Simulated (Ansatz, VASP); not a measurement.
One calculation of TiAl3, two programs

```xyz
4
Lattice="2.7816 0.0000 0.0000 0.0000 4.6711 0.0000 0.0000 0.0000 4.8936" Properties=species:S:1:pos:R:3 pbc="T T T"
Ti    0.0000    2.3355    0.7985
Al    1.3908    2.3355    3.2496
Al    1.3908    0.0000    1.6301
Al    0.0000    0.0000    4.1090
```

Alike in both runs: functional PBEsol; k mesh 14 × 10 × 10; occupations gaussian, width 0.1 eV; no spin polarisation.

Ansatz relaxed the structure, and its values are those at the end. VASP's run is a single point on that final structure, the one shown.

|  | VASP | Ansatz |
| --- | --- | --- |
| version | VASP 6.6.1 | Ansatz 0.2.0 |
| potentials or method | VASP PAW PBE potentials, release 64 (Ti_sv, Al), cutoff 520 eV | scalar-relativistic, plane waves, PAW |
| valence electrons in the cell | 21 | 21 |

|  | VASP | Ansatz | Ansatz less VASP |
| --- | --- | --- | --- |
| gap on the k mesh at the Fermi level (eV) | none | none | - |
| pressure (GPa) | 0.0 | 0.0 | -0.05 |

VASP's potentials were made for PBE, not for PBEsol. A gap of «none» marks a metal or a gap that the smearing closes.
